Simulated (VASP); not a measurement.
# Ta: single point with PBE

Ta:

```
Ta
1.0
    -1.52258    1.65948    1.72171
     1.52258   -1.65948    1.72171
     1.52258    1.65948   -1.72171
Ta
1
Direct
  0.00000 0.00000 0.00000
```

This cell differs from its parent crystal: normal strain along x -0.0825, normal strain along z +0.0375.

```
Program             : VASP 6.6.1
Task                : single point
Functional          : PBE
Potentials or basis : VASP PAW PBE potentials, release 64 (Ta_pv)
Cutoff              : 520 eV
k mesh              : 18 × 18 × 18
Occupations         : gaussian, width 0.15 eV
Spin                : no spin polarisation
```

| Item | Value |
| --- | --- |
| Pressure | 11.9 GPa |
| Band gap on the k mesh | zero (an odd number of electrons rules out a gap without spin polarisation) |

Stress tensor (GPa, compression positive):
```
17.68  0.00  0.00
 0.00 11.48  0.00
 0.00  0.00  6.44
```

Levels at points of the mesh, in eV from the Fermi level:
| k point | band 1 | band 2 | band 3 | band 4 | band 5 | band 6 | band 7 | band 8 | band 9 | band 10 |
| --- | --- | --- | --- | --- | --- | --- | --- | --- | --- | --- |
| (0.00, 0.00, 0.00) | -32.98 | -32.98 | -32.95 | -8.09 | -0.16 | 1.09 | 1.51 | 2.93 | 5.00 | 14.28 |
| (0.50, 0.00, 0.00) | -34.30 | -33.29 | -32.93 | -4.62 | -0.62 | 1.20 | 2.67 | 4.53 | 7.87 | 11.80 |
| (0.00, 0.50, 0.00) | -34.29 | -33.39 | -33.04 | -4.56 | -1.87 | 1.90 | 3.57 | 6.06 | 7.93 | 12.01 |
| (0.50, 0.50, 0.00) | -34.27 | -33.44 | -33.06 | -4.55 | -2.32 | 2.16 | 4.39 | 6.14 | 8.12 | 11.90 |
| (0.50, 0.50, 0.50) | -34.01 | -33.91 | -33.68 | -4.21 | -3.91 | 6.90 | 7.05 | 7.42 | 7.59 | 8.50 |

Wall time 3.3 min on 1 thread of Intel Xeon 8259CL (shared host), peak memory 0.29 GiB.

Caveat: the cell differs from its parent crystal (normal strain along x -0.0825, normal strain along z +0.0375); the stress differs along the axes, from 6 to 18 GPa; spin-orbit coupling is left out, which moves the levels of the heavy elements.
